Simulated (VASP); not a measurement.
# KF in VASP: single point with HSE06

Aim: the single point of KF with HSE06.

All numbers are computed with VASP 6.6.1; they aren't measurements. Logs are shortened: lines on timing, memory, paths and dates and some standing lists are left out, and cuts for length are marked.

## Step 1: The cell of the first run

The cell holds a slab with vacuum, 8 atoms: a = 3.752 Å, b = 3.752 Å, c = 20.959 Å, α = 90.00°, β = 90.00°, γ = 90.00°.

## Step 2: Single point, HSE06

The input, POSCAR:

```
KF
1.0
    2.6529820000      2.6529820000      0.0000000000
   -2.6529820000      2.6529820000      0.0000000000
    0.0000000000      0.0000000000     20.9589460000
F K
4 4
Direct
    0.4991630000      0.4984090000      0.3114670000
    0.4996200000      0.4990180000      0.5634760000
    0.0002100000      0.9980610000      0.4354560000
    0.0002050000      0.9992860000      0.6872910000
    0.9995420000      0.9981690000      0.3102480000
    0.9997520000      0.9983790000      0.5624570000
    0.5006010000      0.4982540000      0.4362120000
    0.5000480000      0.4985030000      0.6887090000
```

The input, INCAR.step1:

```
SYSTEM = KF
PREC = Accurate
ENCUT = 520
EDIFF = 1E-5
ISMEAR = -1
SIGMA = 0.05
LREAL = .FALSE.
LASPH = .TRUE.
NELM = 120
ALGO = Normal
ISIF = 2
LWAVE = .TRUE.
LCHARG = .FALSE.
NBANDS = 42
GGA = PE
GGA_COMPAT = .FALSE.
NELMDL = -8
KPAR = 4
```

The input, INCAR.step2:

```
SYSTEM = KF
PREC = Accurate
ENCUT = 520
EDIFF = 1E-6
ISMEAR = -1
SIGMA = 0.05
LREAL = .FALSE.
LASPH = .TRUE.
NELM = 120
ALGO = Normal
ISIF = 2
LWAVE = .FALSE.
LCHARG = .FALSE.
GGA = PE
LHFCALC = .TRUE.
HFSCREEN = 0.2079
PRECFOCK = Normal
NBANDS = 42
ISTART = 1
GGA_COMPAT = .FALSE.
KPAR = 4
```

The input, KPOINTS:

```
regular mesh
0
G
  4 4 1
  0 0 0
```

Potentials or basis: VASP PAW PBE potentials, release 64 (F, K_sv).

The run is started by

```console
> cat potpaw_PBE.64/F/POTCAR potpaw_PBE.64/K_sv/POTCAR > POTCAR
> cp INCAR.step1 INCAR
> mpirun -np 4 vasp_std > vasp.out
> cp INCAR.step2 INCAR
> mpirun -np 4 vasp_std > vasp.out
```

OUTCAR:

```text
SYSTEM = KF
   PREC = Accurate
   ENCUT = 520
   EDIFF = 1E-6
   ISMEAR = -1
   LREAL = .FALSE.
   LASPH = .TRUE.
   NELM = 120
   ISIF = 2
   GGA = PE
   LHFCALC = .TRUE.
   HFSCREEN = 0.2079
   PRECFOCK = Normal
   ISTART = 1

 ion  position               nearest neighbor table
   1  0.499  0.498  0.311-   7 2.61   5 2.65   5 2.65   5 2.65   5 2.65
   2  0.500  0.499  0.563-   8 2.62   6 2.65   6 2.65   6 2.65   6 2.66   7 2.67
   3  0.000  0.998  0.435-   5 2.62   7 2.65   7 2.65   7 2.65   7 2.65   6 2.66
   4  0.000  0.999  0.687-   6 2.62   8 2.65   8 2.65   8 2.65   8 2.66
   5  1.000  0.998  0.310-   3 2.62   1 2.65   1 2.65   1 2.65   1 2.65   7 3.74   7 3.74   7 3.74
                             7 3.74
   6  1.000  0.998  0.562-   4 2.62   2 2.65   2 2.65   2 2.65   2 2.66   3 2.66   7 3.75   7 3.75
                             8 3.75   8 3.75   8 3.75   8 3.75   7 3.75   7 3.75
   7  0.501  0.498  0.436-   1 2.61   3 2.65   3 2.65   3 2.65   3 2.65   2 2.67   5 3.74   5 3.74
                             5 3.74   5 3.74   6 3.75   6 3.75   6 3.75   6 3.75
   8  0.500  0.499  0.689-   2 2.62   4 2.65   4 2.65   4 2.65   4 2.66   6 3.75   6 3.75   6 3.75
                             6 3.75

  LATTYP: Found a simple tetragonal cell.
 ALAT       =     3.7518831251
 C/A-ratio  =     5.5862470394

  Lattice vectors:

 A1 = (   2.6529820000,   2.6529820000,   0.0000000000)
 A2 = (  -2.6529820000,   2.6529820000,   0.0000000000)
 A3 = (   0.0000000000,   0.0000000000,  20.9589460000)

Analysis of symmetry for initial positions (statically):
=====================================================================
 Subroutine PRICEL returns:
 Original cell was already a primitive cell.

 Routine SETGRP: Setting up the symmetry group for a
 simple tetragonal supercell.

 Subroutine GETGRP returns: Found  1 space group operations
 (whereof  1 operations were pure point group operations)
 out of a pool of 16 trial point group operations.

The static configuration has the point symmetry C_1 .

Analysis of symmetry for dynamics (positions and initial velocities):
=====================================================================
 Subroutine PRICEL returns:
 Original cell was already a primitive cell.

 Routine SETGRP: Setting up the symmetry group for a
 simple tetragonal supercell.

 Subroutine GETGRP returns: Found  1 space group operations
 (whereof  1 operations were pure point group operations)
 out of a pool of 16 trial point group operations.

The dynamic configuration has the point symmetry C_1 .

 Subroutine INISYM returns: Found  1 space group operations
 (whereof  1 operations are pure point group operations),
 and found     1 'primitive' translations

----------------------------------------------------------------------------------------

                                     Primitive cell

  volume of cell :     295.0313

  direct lattice vectors                    reciprocal lattice vectors
     2.652982000  2.652982000  0.000000000     0.188467166  0.188467166  0.000000000
    -2.652982000  2.652982000  0.000000000    -0.188467166  0.188467166  0.000000000
     0.000000000  0.000000000 20.958946000     0.000000000  0.000000000  0.047712323

  length of vectors
     3.751883125  3.751883125 20.958946000     0.266532823  0.266532823  0.047712323

  position of ions in fractional coordinates (direct lattice)
     0.499163000  0.498409000  0.311467000
     0.499620000  0.499018000  0.563476000
     0.000210000  0.998061000  0.435456000
     0.000205000  0.999286000  0.687291000
     0.999542000  0.998169000  0.310248000
     0.999752000  0.998379000  0.562457000
     0.500601000  0.498254000  0.436212000
     0.500048000  0.498503000  0.688709000

  ion indices of the primitive-cell ions
   primitive index   ion index
                 1           1
                 2           2
                 3           3
                 4           4
                 5           5
                 6           6
                 7           7
                 8           8

----------------------------------------------------------------------------------------

 KPOINTS: regular mesh

Automatic generation of k-mesh.
 Grid dimensions read from file:
 generate k-points for:    4    4    1

 Generating k-lattice:

  Cartesian coordinates                     Fractional coordinates (reciprocal lattice)
     0.047116792  0.047116792  0.000000000     0.250000000  0.000000000  0.000000000
    -0.047116792  0.047116792  0.000000000     0.000000000  0.250000000  0.000000000
     0.000000000  0.000000000  0.047712323     0.000000000  0.000000000  1.000000000

  Length of vectors
     0.066633206  0.066633206  0.047712323

  Shift w.r.t. Gamma in fractional coordinates (k-lattice)
     0.000000000  0.000000000  0.000000000

 Subroutine IBZKPT returns following result:
 ===========================================

 Found     10 irreducible k-points:

 Following reciprocal coordinates:
            Coordinates               Weight
  0.000000  0.000000  0.000000      1.000000
  0.250000  0.000000  0.000000      2.000000
  0.000000  0.250000  0.000000      2.000000
  0.500000  0.000000  0.000000      1.000000
  0.000000  0.500000  0.000000      1.000000
  0.250000  0.250000  0.000000      2.000000
 -0.250000  0.250000  0.000000      2.000000
  0.500000  0.250000  0.000000      2.000000
 -0.250000  0.500000  0.000000      2.000000
  0.500000  0.500000  0.000000      1.000000
   k-points           NKPTS =     10   k-points in BZ     NKDIM =     16   number of bands    NBANDS=     42
   number of dos      NEDOS =    301   number of ions     NIONS =      8
   total plane-waves  NPLWV = 125440
   dimension x,y,z NGX =    28 NGY =   28 NGZ =  160
   dimension x,y,z NGXF=    56 NGYF=   56 NGZF=  320
   ions per type =               4   4
   NGX,Y,Z   is equivalent  to a cutoff of  12.41, 12.41, 12.69 a.u.
   NGXF,Y,Z  is equivalent  to a cutoff of  24.81, 24.81, 25.38 a.u.
 SYSTEM =  KF
   PREC   = accura    normal or accurate (medium, high low for compatibility)
   ISTART =      1    job   : 0-new  1-cont  2-samecut
   ICHARG =      0    charge: 1-file 2-atom 10-const
   ISPIN  =      1    spin polarized calculation?
   LNONCOLLINEAR =      F non collinear calculations
   LSORBIT =      F    spin-orbit coupling
   LASPH  =      T    aspherical Exc in radial PAW
   ENCUT  =  520.0 eV  38.22 Ry    6.18 a.u.   6.98  6.98 38.97*2*pi/ulx,y,z
   NELM   =    120;   NELMIN=  2; NELMDL=  0     # of ELM steps
   EDIFF  = 0.1E-05   stopping-criterion for ELM
   LREAL  =      F    real-space projection
   EDIFFG = 0.1E-04   stopping-criterion for IOM
   NSW    =      0    number of steps for IOM
   IBRION =     -1    ionic relax: 0-MD 1-quasi-New 2-CG
   NFREE  =      0    steps in history (QN), initial steepest desc. (CG)
   ISIF   =      2    stress and relaxation
   ISYM   =      3    0-nonsym 1-usesym 2-fastsym
   POTIM  = 0.5000    time-step for ionic-motion
   TEBEG  =    0.0;   TEEND  =   0.0 temperature during run
   PSTRESS=    0.0 pullay stress
   NELECT =      64.0000    total number of electrons
   NUPDOWN=      -1.0000    fix difference up-down
   EMIN   =  10.00;   EMAX   =-10.00  energy-range for DOS
   EFERMI =   0.00;   METHOD = LEGACY
   ISMEAR =    -1;   SIGMA  =   0.05  broadening in eV -4-tet -1-fermi 0-gaus
   EFERMI_NEDOS =   21; number of points for ismear=-14 and -15
   IALGO  =     38    algorithm
   IMIX   =      1    mixing-type and parameters
     AMIX     =   0.40;   BMIX     =  1.00
     AMIX_MAG =   1.60;   BMIX_MAG =  1.00
  volume/ion in A,a.u.               =      36.88       248.87
  Fermi-wavevector in a.u.,A,eV,Ry     =   0.983661  1.858850 13.164848  0.967589
  Thomas-Fermi vector in A             =   2.114836
   LORBIT       =      0    0 simple, 1 ext, 2 COOP (PROOUT), +10 PAW based schemes
   GGA     = PE    functional components
   LHFCALC =     T    Hartree Fock is set to
   PRECFOCK=normal    Normal, Fast or Accurate (Low or Medium for compatibility)
   ENCUT4O =  -1.0   cutoff for four orbital integrals eV
   NKREDX  =     1    reduce k-point grid by
   NKREDY  =     1    reduce k-point grid by
   NKREDZ  =     1    reduce k-point grid by
   AEXX    =    0.2500 exact exchange contribution
   HFSCREEN=    0.2079 screening length (either q_TF or 0.3 A-1)
   HFSCREENC=   0.2079 screening length for correlation (either q_TF or 0.3 A-1)
   ENCUTFOCK=  -1.0 apply spherical cutoff to Coloumb kernel
   IVDW    =     0    specifies the selected vdW correction
   LEPSILON=     F    determine dielectric tensor
   LRPA    =     F    only Hartree local field effects (RPA)
 non-spin polarized calculation
  energy-cutoff  :      520.00
  volume of cell :      295.03
 maximum number of plane-waves:      7976
  NGX = 24; NGY = 24; NGZ =120

 number of electron      63.9999957 magnetization

 Free energy of the ion-electron system (eV)
  ---------------------------------------------------
  ext. energy  EPLUGINS =         0.00000000
  ---------------------------------------------------
  free energy    TOTEN  =       -39.52591634 eV

  energy without entropy =      -39.52591634  energy(sigma->0) =      -39.52591634

 E-fermi :  -4.5837     XC(G=0):  -4.1212

 val. band max:       -5.7995019314   @ k =   0.0000   0.0000   0.0000
 cond. band min:       0.8822046282   @ k =   0.0000   0.0000   0.0000
 fundamental gap:      6.6817065597
 Fermi energy:        -4.5837198948

 k-point     1 :       0.0000    0.0000    0.0000
  band No.  band energies     occupation
      1     -33.7843      2.00000
      2     -33.7622      2.00000
      3     -33.5249      2.00000
      4     -33.4554      2.00000
      5     -26.2799      2.00000
      6     -26.2548      2.00000
[... 34 lines left out ...]
     41       5.0949      0.00000
     42       5.7963      0.00000

 k-point     2 :       0.2500    0.0000    0.0000
  band No.  band energies     occupation
      1     -33.7630      2.00000
      2     -33.7410      2.00000
      3     -33.4976      2.00000
      4     -33.4459      2.00000
      5     -26.3091      2.00000
      6     -26.2861      2.00000
[... 34 lines left out ...]
     41       5.9231      0.00000
     42       6.1735      0.00000

 k-point     3 :       0.0000    0.2500    0.0000
  band No.  band energies     occupation
      1     -33.7630      2.00000
      2     -33.7410      2.00000
      3     -33.4976      2.00000
      4     -33.4459      2.00000
      5     -26.3091      2.00000
      6     -26.2861      2.00000
[... 34 lines left out ...]
     41       5.9231      0.00000
     42       6.1735      0.00000

 k-point     4 :       0.5000    0.0000    0.0000
  band No.  band energies     occupation
      1     -33.7416      2.00000
      2     -33.7195      2.00000
      3     -33.4631      2.00000
      4     -33.4432      2.00000
      5     -26.3386      2.00000
      6     -26.3179      2.00000
[... 214 lines left out ...]
     41       5.7852      0.00000
     42       5.8068      0.00000

 k-point     9 :      -0.2500    0.5000    0.0000
  band No.  band energies     occupation
      1     -33.7288      2.00000
      2     -33.7067      2.00000
      3     -33.4498      2.00000
      4     -33.4298      2.00000
      5     -26.3148      2.00000
      6     -26.2942      2.00000
[... 34 lines left out ...]
     41       5.7852      0.00000
     42       5.8068      0.00000

 k-point    10 :       0.5000    0.5000    0.0000
  band No.  band energies     occupation
      1     -33.7159      2.00000
      2     -33.6939      2.00000
      3     -33.4364      2.00000
      4     -33.4165      2.00000
      5     -26.2907      2.00000
      6     -26.2701      2.00000
[... 34 lines left out ...]
     41       6.3563      0.00000
     42       6.3624      0.00000

------------------------ aborting loop because EDIFF is reached ----------------------------------------

  FORCE on cell =-STRESS in cart. coord.  units (eV):
  Direction    XX          YY          ZZ          XY          YZ          ZX
  --------------------------------------------------------------------------------------
  -------------------------------------------------------------------------------------
  Total        0.2794788      0.2795669      1.0506938      0.0000764     -0.0039792     -0.0009496
  in kB        1.5177189      1.5181976      5.7058282      0.0004151     -0.0216093     -0.0051568
  external PRESSURE =       2.9139149 kB  Pullay stress =       0.0000000 kB

 VOLUME and BASIS-vectors are now :
 -----------------------------------------------------------------------------
  energy-cutoff  :      520.00
  volume of cell :      295.03
      direct lattice vectors                 reciprocal lattice vectors
     2.652982000  2.652982000  0.000000000     0.188467166  0.188467166  0.000000000
    -2.652982000  2.652982000  0.000000000    -0.188467166  0.188467166  0.000000000
     0.000000000  0.000000000 20.958946000     0.000000000  0.000000000  0.047712323

 POSITION                                       TOTAL-FORCE (eV/Angst)
 -----------------------------------------------------------------------------------
      0.00200      2.64654      6.52802         0.003308      0.000676     -0.055691
      0.00160      2.64937     11.80986         0.004439     -0.002251     -0.022656
     -2.64728      2.64839      9.12670         0.000174      0.002210      0.006407
     -2.65054      2.65163     14.40489         0.002678     -0.004391      0.059839
      0.00364      5.29989      6.50247        -0.001980      0.000367     -0.098822
      0.00364      5.30101     11.78851        -0.002858      0.003265     -0.003012
      0.00623      2.64994      9.14254        -0.002646     -0.003823      0.024395
      0.00410      2.64914     14.43461        -0.003114      0.003947      0.089541
 -----------------------------------------------------------------------------------
    total drift:                                0.000539     -0.000847      0.000136

  FREE ENERGIE OF THE ION-ELECTRON SYSTEM (eV)
  ---------------------------------------------------
  free  energy   TOTEN  =       -39.5259163371 eV

  energy  without entropy=      -39.5259163371  energy(sigma->0) =      -39.52591634
```

Wall time 1.9 h (4 MPI ranks of AMD EPYC, shared host); peak memory 0.63 GiB.

What came out:

| Item | Value |
| --- | --- |
| Free energy | -39.5259 eV |
| Largest force | 0.099 eV/Å |
| Band gap on the k mesh | 6.68 eV |

Forces on the atoms (eV/Å):
```
F    0.003  0.001 -0.056
F    0.004 -0.002 -0.023
F    0.000  0.002  0.006
F    0.003 -0.004  0.060
K   -0.002  0.000 -0.099
K   -0.003  0.003 -0.003
K   -0.003 -0.004  0.024
K   -0.003  0.004  0.090
```

Caveat: the PAW data sets were made with another functional, which shifts forces and pressure a little.
